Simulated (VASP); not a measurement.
Write the native input for VASP 6.6.1 that does the following.

```
Task                   : electric field gradients
Functional             : PBE
Potentials or basis    : VASP PAW PBE potentials, release 64 (Be)
Cutoff                 : 520 eV
k mesh                 : 23 × 23 × 23
Occupations            : fermi-dirac, width 0.03 eV
Spin                   : no spin polarisation
Dipole correction      : no
Further INCAR settings : ALGO = Normal; EDIFF = 1e-08; NBANDS = 7
```

The structure of Be lies in POSCAR:

```
Be
1.0
   -1.2489298800      1.2489298800      1.2489298800
    1.2489298800     -1.2489298800      1.2489298800
    1.2489298800      1.2489298800     -1.2489298800
Be
1
Direct
    0.0000000000      0.0000000000      0.0000000000
```

This cell differs from its parent crystal: volume scaled by 0.99.

One way to write it, as run:

INCAR

```
ALGO = Normal ; EDIFF = 1E-8
ENCUT = 520 ; GGA = PE
ISIF = 2 ; ISMEAR = -1
LASPH = True ; LCHARG = False
LEFG = True ; LREAL = False
LWAVE = False ; NBANDS = 7
NELM = 80 ; PREC = Accurate
SIGMA = 0.03
```

KPOINTS

```
k-points
0
Gamma
  23 23 23
```

Potentials or basis: VASP PAW PBE potentials, release 64 (Be).

Launch:

```sh
$ cat potpaw_PBE.64/Be/POTCAR > POTCAR
$ mpirun -np 1 vasp_std > vasp.out
```

It gave:

| Quantity | Value |
| --- | --- |
| Pressure | 0.5 GPa |
| Band gap on the k mesh | zero (band 1 reaches 11.58 eV, above the bottom of band 2 at 6.69 eV) |

Caveat: without QUAD_EFG the Cq values of the log hold for a quadrupole moment of 1 mb, not for the nuclei.

It took 16 s on 1 thread of AMD EPYC 7R43 64-Core Processor (Zen 3) (shared host), peak memory 0.08 GiB.
